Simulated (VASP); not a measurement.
# C (Cm) in VASP: notebook

The runs below take C through single point, with PBE.

Everything below comes from runs of VASP 6.6.1. Logs are shortened: lines on timing, memory, paths and dates and some standing lists are left out, and cuts for length are marked.

**1. The cell of the first run**

It takes space group Cm (No. 8, monoclinic). Conventional cell: a = 4.364 Å, b = 2.519 Å, c = 10.373 Å, α = 90.00°, β = 92.01°, γ = 90.00°. Within 2.1 Å of C (site symmetry m) lie 4 C at 1.54 Å. C (site symmetry m) has 4 C at 1.54 Å within 2.1 Å. C (site symmetry m) has 5 C at 1.54 to 2.12 Å within 2.2 Å. Within 2.1 Å of C (site symmetry m) lie 4 C at 1.54 to 1.55 Å. C (site symmetry m) has 4 C at 1.54 to 1.55 Å within 2.1 Å. Within 2.1 Å of C (site symmetry m) lie 4 C at 1.54 to 1.55 Å. C (site symmetry m) has 5 C at 1.54 to 2.12 Å within 2.2 Å. C (site symmetry m) has 4 C at 1.54 to 1.57 Å within 2.1 Å.

**2. Single point, PBE**

The input, INCAR:

```
SYSTEM = C
PREC     = Accurate       ! precision mode
ENCUT    = 520            ! plane-wave cutoff, eV
EDIFF    = 1E-7           ! SCF threshold, eV
ISMEAR   = 0              ! smearing method
SIGMA    = 0.05           ! smearing width, eV
LREAL    = .False.        ! projectors in reciprocal space
LASPH    = .True.         ! aspherical terms in the spheres
NELM     = 60             ! most SCF steps
ALGO     = Normal         ! electronic algorithm
ISIF     = 2              ! what is computed and relaxed
LWAVE    = .False.        ! write WAVECAR
LCHARG   = .True.         ! write CHGCAR
GGA      = PE             ! functional
LELF     = .True.         ! ELF
LVHAR    = .True.       
NBANDS   = 31             ! bands
```

The input, KPOINTS:

```
Automatic mesh
0
Gamma
  10 10 3
  0 0 0
```

The input, POSCAR:

```
C
1.0
   -2.5194924611      0.0000000000      0.0000000000
   -1.2597462306     -2.1819444760      0.0000000000
    0.3149365577      0.1818287063     10.3668212017
C
10
Direct
   -0.1937187049     -0.1937187049      0.8741755410
    0.7938687049      0.7938687049      0.7252244590
    0.0772454709      0.0772454709      0.1257456505
    0.7729045291      0.7729045291      0.4736543495
    0.0896666164      0.0896666164      0.2747993967
    0.7604833836      0.7604833836      0.3246006033
    0.1437897352      0.1437897352      0.9242768224
    0.4563602648      0.4563602648      0.6751231776
    0.4064049406      0.4064049406      0.0756592868
    0.4437450594      0.4437450594      0.5237407132
```

Potentials or basis: VASP PAW PBE potentials, release 64 (C).

Command:

```bash
cat potpaw_PBE.64/C/POTCAR > POTCAR
mpirun -np 1 vasp_std > vasp.out
```

OUTCAR:

```text
SYSTEM = C
   PREC = Accurate
   ENCUT = 520
   EDIFF = 1E-7
   ISMEAR = 0
   LREAL = .False.
   LASPH = .True.
   NELM = 60
   ISIF = 2
   GGA = PE

 ion  position               nearest neighbor table
   1  0.806  0.806  0.874-   2 1.54   7 1.54   7 1.54   7 1.54
   2  0.794  0.794  0.725-   1 1.54   8 1.54   8 1.54   8 1.54
   3  0.077  0.077  0.126-   9 1.54   9 1.54   9 1.54   5 1.55
   4  0.773  0.773  0.474-  10 1.54  10 1.54  10 1.54   6 1.55
   5  0.090  0.090  0.275-   6 1.54   6 1.54   6 1.54   3 1.55
   6  0.760  0.760  0.325-   5 1.54   5 1.54   5 1.54   4 1.55
   7  0.144  0.144  0.924-   1 1.54   1 1.54   1 1.54   9 1.91
   8  0.456  0.456  0.675-   2 1.54   2 1.54   2 1.54  10 1.57
   9  0.406  0.406  0.076-   3 1.54   3 1.54   3 1.54   7 1.91
  10  0.444  0.444  0.524-   4 1.54   4 1.54   4 1.54   8 1.57

  LATTYP: Found a base centered monoclinic cell.
 ALAT       =     4.3638889520
 B/A-ratio  =     0.5773502692
 C/A-ratio  =     2.3770535224
 COS(beta)  =    -0.0350574072

  Lattice vectors:

 A1 = (  -2.5194924611,   0.0000000000,   0.0000000000)
 A2 = (  -1.2597462306,  -2.1819444760,   0.0000000000)
 A3 = (   0.3149365577,   0.1818287063,  10.3668212017)

Analysis of symmetry for initial positions (statically):
=====================================================================
 Subroutine PRICEL returns:
 Original cell was already a primitive cell.

 Routine SETGRP: Setting up the symmetry group for a
 base centered monoclinic supercell.

 Subroutine GETGRP returns: Found  2 space group operations
 (whereof  2 operations were pure point group operations)
 out of a pool of  4 trial point group operations.

The static configuration has the point symmetry C_1h.

Analysis of symmetry for dynamics (positions and initial velocities):
=====================================================================
 Subroutine PRICEL returns:
 Original cell was already a primitive cell.

 Routine SETGRP: Setting up the symmetry group for a
 base centered monoclinic supercell.

 Subroutine GETGRP returns: Found  2 space group operations
 (whereof  2 operations were pure point group operations)
 out of a pool of  4 trial point group operations.

The dynamic configuration has the point symmetry C_1h.

 Subroutine INISYM returns: Found  2 space group operations
 (whereof  2 operations are pure point group operations),
 and found     1 'primitive' translations

----------------------------------------------------------------------------------------

                                     Primitive cell

  volume of cell :      56.9905

  direct lattice vectors                    reciprocal lattice vectors
    -2.519492461  0.000000000  0.000000000    -0.396905335  0.229153402  0.008038465
    -1.259746231 -2.181944476  0.000000000     0.000000000 -0.458306804  0.008038465
     0.314936558  0.181828706 10.366821202     0.000000000  0.000000000  0.096461585

  length of vectors
     2.519492461  2.519492461 10.373197604     0.458377294  0.458377294  0.096461585

  position of ions in fractional coordinates (direct lattice)
     0.806281295  0.806281295  0.874175541
     0.793868705  0.793868705  0.725224459
     0.077245471  0.077245471  0.125745651
     0.772904529  0.772904529  0.473654350
     0.089666616  0.089666616  0.274799397
     0.760483384  0.760483384  0.324600603
     0.143789735  0.143789735  0.924276822
     0.456360265  0.456360265  0.675123178
     0.406404941  0.406404941  0.075659287
     0.443745059  0.443745059  0.523740713

  ion indices of the primitive-cell ions
   primitive index   ion index
                 1           1
                 2           2
                 3           3
                 4           4
                 5           5
                 6           6
                 7           7
                 8           8
                 9           9
                10          10

----------------------------------------------------------------------------------------

 KPOINTS: Automatic mesh

Automatic generation of k-mesh.
 Grid dimensions read from file:
 generate k-points for:   10   10    3

 Generating k-lattice:

  Cartesian coordinates                     Fractional coordinates (reciprocal lattice)
    -0.039690534  0.022915340  0.000803847     0.100000000 -0.000000000  0.000000000
     0.000000000 -0.045830680  0.000803847     0.000000000  0.100000000 -0.000000000
     0.000000000  0.000000000  0.032153862     0.000000000  0.000000000  0.333333333

  Length of vectors
     0.045837729  0.045837729  0.032153862

  Shift w.r.t. Gamma in fractional coordinates (k-lattice)
     0.000000000  0.000000000  0.000000000

 Subroutine IBZKPT returns following result:
 ===========================================

 Found     86 irreducible k-points:

 Following reciprocal coordinates:
            Coordinates               Weight
  0.000000  0.000000  0.000000      1.000000
  0.100000  0.000000 -0.000000      4.000000
  0.200000  0.000000 -0.000000      4.000000
  0.300000  0.000000 -0.000000      4.000000
  0.400000  0.000000 -0.000000      4.000000
  0.500000  0.000000 -0.000000      2.000000
[... 16 lines left out ...]
  0.300000  0.300000 -0.000000      2.000000
  0.400000  0.300000  0.000000      4.000000
 [... further k-points ...]
   k-points           NKPTS =     86   k-points in BZ     NKDIM =     86   number of bands    NBANDS=     31
   number of dos      NEDOS =    301   number of ions     NIONS =     10
   total plane-waves  NPLWV =  32000
   dimension x,y,z NGX =    20 NGY =   20 NGZ =   80
   dimension x,y,z NGXF=    40 NGYF=   40 NGZF=  160
   ions per type =              10
   NGX,Y,Z   is equivalent  to a cutoff of  13.20, 13.20, 12.82 a.u.
   NGXF,Y,Z  is equivalent  to a cutoff of  26.39, 26.39, 25.64 a.u.
 SYSTEM =  C
   PREC   = accura    normal or accurate (medium, high low for compatibility)
   ISTART =      0    job   : 0-new  1-cont  2-samecut
   ICHARG =      2    charge: 1-file 2-atom 10-const
   ISPIN  =      1    spin polarized calculation?
   LNONCOLLINEAR =      F non collinear calculations
   LSORBIT =      F    spin-orbit coupling
   LASPH  =      T    aspherical Exc in radial PAW
   ENCUT  =  520.0 eV  38.22 Ry    6.18 a.u.   4.68  4.68 19.29*2*pi/ulx,y,z
   NELM   =     60;   NELMIN=  2; NELMDL= -5     # of ELM steps
   EDIFF  = 0.1E-06   stopping-criterion for ELM
   LREAL  =      F    real-space projection
   EDIFFG = 0.1E-05   stopping-criterion for IOM
   NSW    =      0    number of steps for IOM
   IBRION =     -1    ionic relax: 0-MD 1-quasi-New 2-CG
   NFREE  =      0    steps in history (QN), initial steepest desc. (CG)
   ISIF   =      2    stress and relaxation
   ISYM   =      2    0-nonsym 1-usesym 2-fastsym
   POTIM  = 0.5000    time-step for ionic-motion
   TEBEG  =    0.0;   TEEND  =   0.0 temperature during run
   PSTRESS=    0.0 pullay stress
   NELECT =      40.0000    total number of electrons
   NUPDOWN=      -1.0000    fix difference up-down
   EMIN   =  10.00;   EMAX   =-10.00  energy-range for DOS
   EFERMI =   0.00;   METHOD = LEGACY
   ISMEAR =     0;   SIGMA  =   0.05  broadening in eV -4-tet -1-fermi 0-gaus
   EFERMI_NEDOS =   21; number of points for ismear=-14 and -15
   IALGO  =     38    algorithm
   IMIX   =      4    mixing-type and parameters
     AMIX     =   0.40;   BMIX     =  1.00
     AMIX_MAG =   1.60;   BMIX_MAG =  1.00
  volume/ion in A,a.u.               =       5.70        38.46
  Fermi-wavevector in a.u.,A,eV,Ry     =   1.454881  2.749326 28.799149  2.116678
  Thomas-Fermi vector in A             =   2.571980
   LORBIT       =      0    0 simple, 1 ext, 2 COOP (PROOUT), +10 PAW based schemes
   GGA     = PE    functional components
   LHFCALC =     F    Hartree Fock is set to
   AEXX    =    0.0000 exact exchange contribution
   IVDW    =     0    specifies the selected vdW correction
   LEPSILON=     F    determine dielectric tensor
   LRPA    =     F    only Hartree local field effects (RPA)
 non-spin polarized calculation
 Gauss-broadening in eV      SIGMA  =   0.05
  energy-cutoff  :      520.00
  volume of cell :       56.99
 maximum number of plane-waves:      1553
   NGX =  9   NGY =  9   NGZ = 39

 number of electron      39.9999998 magnetization

 Free energy of the ion-electron system (eV)
  ---------------------------------------------------
  ext. energy  EPLUGINS =         0.00000000
  ---------------------------------------------------
  free energy    TOTEN  =       -87.11744786 eV

  energy without entropy =      -87.11718243  energy(sigma->0) =      -87.11731514

 E-fermi :  10.2153     XC(G=0): -13.2725

 val. band max:       10.2140127465   @ k =   0.1000   0.1000   0.0000
 cond. band min:      10.2724261309   @ k =   0.5000   0.5000  -0.0000
 fundamental gap:      0.0584133843
 Fermi energy:        10.2153294408

 k-point     1 :       0.0000    0.0000    0.0000
  band No.  band energies     occupation
      1     -11.7421      2.00000
      2     -10.7110      2.00000
      3     -10.5880      2.00000
      4      -7.6074      2.00000
      5      -7.4638      2.00000
      6      -1.7701      2.00000
[... 23 lines left out ...]
     30      17.8059      0.00000
     31      17.8496      0.00000

 k-point     2 :       0.1000    0.0000   -0.0000
  band No.  band energies     occupation
      1     -11.4951      2.00000
      2     -10.4693      2.00000
      3     -10.3408      2.00000
      4      -7.3824      2.00000
      5      -7.2244      2.00000
      6      -1.5729      2.00000
[... 23 lines left out ...]
     30      18.3640      0.00000
     31      18.5614      0.00000

 k-point     3 :       0.2000    0.0000   -0.0000
  band No.  band energies     occupation
      1     -10.7580      2.00000
      2      -9.7480      2.00000
      3      -9.6048      2.00000
      4      -6.7097      2.00000
      5      -6.5167      2.00000
      6      -1.0145      2.00000
[... 703 lines left out ...]
     30      19.3705      0.00000
     31      20.3775      0.00000

 k-point    24 :       0.4000    0.3000    0.0000
  band No.  band energies     occupation
      1      -8.5880      2.00000
      2      -7.6808      2.00000
      3      -7.3971      2.00000
      4      -4.8794      2.00000
      5      -4.3965      2.00000
      6      -1.3739      2.00000
[... 23 lines left out ...]
     30      19.6778      0.00000
     31      20.7246      0.00000

 [... further k-points ...]

------------------------ aborting loop because EDIFF is reached ----------------------------------------

  FORCE on cell =-STRESS in cart. coord.  units (eV):
  Direction    XX          YY          ZZ          XY          YZ          ZX
  --------------------------------------------------------------------------------------
  -------------------------------------------------------------------------------------
  Total       -2.4266670      0.0972864      6.6828007     -2.1858078      4.9088798      8.5024309
  in kB      -68.2210501      2.7350198    187.8740183    -61.4497590    138.0036617    239.0294024
  external PRESSURE =      40.7959960 kB  Pullay stress =       0.0000000 kB

 VOLUME and BASIS-vectors are now :
 -----------------------------------------------------------------------------
  energy-cutoff  :      520.00
  volume of cell :       56.99
      direct lattice vectors                 reciprocal lattice vectors
    -2.519492461  0.000000000  0.000000000    -0.396905335  0.229153402  0.008038465
    -1.259746231 -2.181944476  0.000000000     0.000000000 -0.458306804  0.008038465
     0.314936558  0.181828706 10.366821202     0.000000000  0.000000000  0.096461585

 POSITION                                       TOTAL-FORCE (eV/Angst)
 -----------------------------------------------------------------------------------
     -2.77182     -1.60031      9.06242         0.262460      0.151531      0.150013
     -2.77182     -1.60031      7.51827        -0.229731     -0.132635     -0.350024
     -0.25233     -0.14568      1.30358         0.475905      0.274764      0.047154
     -2.77182     -1.60031      4.91029         0.048893      0.028229      0.057409
     -0.25233     -0.14568      2.84880         0.528312      0.305021      0.524923
     -2.77182     -1.60031      3.36508         0.001735      0.001002     -0.078129
     -0.25233     -0.14568      9.58181        -4.109465     -2.372601     -2.756316
     -1.51207     -0.87300      6.99888         0.017052      0.009845      0.026586
     -1.51207     -0.87300      0.78435         3.033895      1.751620      2.427372
     -1.51207     -0.87300      5.42953        -0.029057     -0.016776     -0.048989
 -----------------------------------------------------------------------------------
    total drift:                                0.000008      0.000004     -0.000151

  FREE ENERGIE OF THE ION-ELECTRON SYSTEM (eV)
  ---------------------------------------------------
  free  energy   TOTEN  =       -87.1174478567 eV

  energy  without entropy=      -87.1171824276  energy(sigma->0) =      -87.11731514
```

Run time: 83 s. Hardware: 1 thread of Intel Xeon 6975P-C (Granite Rapids), shared host; peak memory 0.22 GiB.

What came out:

* Free energy: -87.1174 eV
* Pressure: 4.1 GPa
* Largest force: 5.488 eV/Å
* Band gap on the k mesh: zero (bands 20 and 21 overlap by 0.18 eV)

Forces on the atoms (eV/Å):
```
C    0.262  0.152  0.150
C   -0.230 -0.133 -0.350
C    0.476  0.275  0.047
C    0.049  0.028  0.057
C    0.528  0.305  0.525
C    0.002  0.001 -0.078
C   -4.109 -2.373 -2.756
C    0.017  0.010  0.027
C    3.034  1.752  2.427
C   -0.029 -0.017 -0.049
```

Stress tensor (GPa, compression positive):
```
-6.82 -6.14 23.90
-6.14  0.27 13.80
23.90 13.80 18.79
```

Levels at points of the mesh, in eV from the Fermi level:
```
           k point  band 17  band 18  band 19  band 20  band 21  band 22  band 23  band 24
(0.00, 0.00, 0.00)    -1.17    -0.85    -0.73     0.10     4.39     5.24     5.33     5.60
(0.50, 0.00, 0.00)    -5.42    -4.16    -3.78    -2.32     1.97     4.26     5.12     5.32
(0.50, 0.50, 0.00)    -5.08    -3.96    -3.78    -1.31     0.06     4.19     5.09     5.22
```

Caveat: the cell stands under pressure; forces of over 1 eV/Å act on the atoms, so gaps and moduli don't describe the material at rest.

**3. Single point, PBE**

The input, INCAR:

```
ALGO = Normal
EDIFF = 1E-6
ENCUT = 520
GGA = PE
ISIF = 2
ISMEAR = 0
LASPH = T
LCHARG = T
LELF = T
LREAL = F
LVHAR = T
LWAVE = F
NBANDS = 31
NELM = 80
PREC = Accurate
SIGMA = 0.05
```

The input, KPOINTS:

```
k-points
0
Gamma
  10 10 3
```

The input, POSCAR:

```
C
1.0
   -2.5194924611      0.0000000000      0.0000000000
   -1.2597462306     -2.1819444760      0.0000000000
   -0.3150625322     -0.1819014378     10.3668212017
C
10
Direct
   -0.3394437676     -0.3394437676      0.8741755410
    0.6729737876      0.6729737876      0.7252244590
    0.0562836709      0.0562836709      0.1257456505
    0.6939463491      0.6939463491      0.4736543495
    0.0438575570      0.0438575570      0.2747993967
    0.7063724630      0.7063724630      0.3246006033
   -0.0102872111     -0.0102872111      0.9242768224
    0.3438172311      0.3438172311      0.6751231776
    0.3937925375      0.3937925375      0.0756592868
    0.3564374825      0.3564374825      0.5237407132
```

Potentials or basis: VASP PAW PBE potentials, release 64 (C).

Command:

```bash
cat potpaw_PBE.64/C/POTCAR > POTCAR
mpirun -np 1 vasp_std > vasp.out
```

Wall time 83 s (1 thread of Intel Xeon 6975P-C (Granite Rapids), shared host); peak memory 0.21 GiB.

The run converged. Its results:

```yaml
Free_energy: -86.5199 eV
Pressure: 4.9 GPa
Largest_force: 4.067 eV/Å
Band_gap_on_the_k_mesh: zero (bands 20 and 21 overlap by 0.31 eV)
```

Forces on the atoms (eV/Å):
```
C   -0.515 -0.297  0.272
C   -0.179 -0.103 -0.519
C   -0.389 -0.225  0.245
C   -0.017 -0.010  0.123
C   -0.289 -0.167  0.676
C    0.025  0.014 -0.169
C    1.568  0.905 -3.642
C   -0.018 -0.010  0.110
C   -0.191 -0.110  3.030
C    0.005  0.003 -0.126
```

Stress tensor (GPa, compression positive):
```
-1.71  5.15 -4.16
 5.15 -7.66 -2.40
-4.16 -2.40 24.18
```

Levels at points of the mesh, in eV from the Fermi level:
| k point | band 18 | band 19 | band 20 | band 21 | band 22 | band 23 |
| --- | --- | --- | --- | --- | --- | --- |
| (0.00, 0.00, 0.00) | -0.68 | -0.54 | 0.29 | 4.57 | 5.39 | 5.55 |
| (0.50, 0.00, 0.00) | -3.98 | -3.58 | -0.76 | 0.18 | 4.43 | 5.31 |
| (0.50, 0.50, 0.00) | -3.76 | -3.58 | -2.51 | 2.44 | 4.45 | 5.36 |

Caveat: the cell stands under pressure; forces of over 1 eV/Å act on the atoms, so gaps and moduli don't describe the material at rest.

**4. Single point, PBE**

The input, INCAR:

```
SYSTEM = C
PREC = Accurate ; ENCUT = 520
EDIFF = 1E-7 ; ISMEAR = 0
SIGMA = 0.05 ; LREAL = .FALSE.
LASPH = .TRUE. ; NELM = 80
ALGO = Normal ; ISIF = 2
LWAVE = .FALSE. ; LCHARG = .FALSE.
GGA = PE ; NBANDS = 31
```

The input, KPOINTS:

```
regular mesh
0
G
  10 10 3
  0 0 0
```

The input, POSCAR:

```
C
1.0
   -2.5194924611      0.0000000000      0.0000000000
   -1.2597462306     -2.1819444760      0.0000000000
   -0.9446836983     -0.5454133875     10.3668212017
C
10
Direct
   -0.4850814127     -0.4850814127      0.8741755410
    0.5521513927      0.5521513927      0.7252244590
    0.0353344456      0.0353344456      0.1257456505
    0.6150355344      0.6150355344      0.4736543495
   -0.0019240225     -0.0019240225      0.2747993967
    0.6522940025      0.6522940025      0.3246006033
   -0.1642717297     -0.1642717297      0.9242768224
    0.2313417097      0.2313417097      0.6751231776
    0.3811877003      0.3811877003      0.0756592868
    0.2691822797      0.2691822797      0.5237407132
```

Command:

```bash
cat potpaw_PBE.64/C/POTCAR > POTCAR
mpirun -np 1 vasp_std > vasp.out
```

Wall time 89 s (1 thread of Intel Xeon 6975P-C (Granite Rapids), shared host); peak memory 0.21 GiB.

Results (log left out):

| Item | Value |
| --- | --- |
| Free energy | -86.5335 eV |
| Pressure | 4.9 GPa |
| Largest force | 4.060 eV/Å |
| Band gap on the k mesh | zero (bands 20 and 21 overlap by 0.34 eV) |

Forces in eV/Å, atoms in the order of the input:
```
C   -0.390 -0.225 -0.260
C   -0.274 -0.158 -0.647
C   -0.527 -0.305 -0.277
C   -0.009 -0.005  0.127
C   -0.184 -0.106  0.526
C   -0.004 -0.002 -0.119
C   -0.184 -0.106 -3.007
C    0.004  0.002  0.157
C    1.569  0.906  3.633
C   -0.001 -0.001 -0.134
```

Stress tensor (GPa, compression positive):
```
-1.74  5.11  3.88
 5.11 -7.64  2.24
 3.88  2.24 23.99
```

Levels at points of the mesh, in eV from the Fermi level:
| k point | band 18 | band 19 | band 20 | band 21 | band 22 | band 23 |
| --- | --- | --- | --- | --- | --- | --- |
| (0.00, 0.00, 0.00) | -0.65 | -0.53 | 0.28 | 4.56 | 5.42 | 5.61 |
| (0.50, 0.00, 0.00) | -4.54 | -3.35 | -0.85 | 0.22 | 4.60 | 4.75 |
| (0.50, 0.50, 0.00) | -3.76 | -3.60 | -2.77 | 2.34 | 4.50 | 5.27 |

Caveat: the cell stands under pressure; forces of over 1 eV/Å act on the atoms, so gaps and moduli don't describe the material at rest.

(Continued in part 2 of 2.)
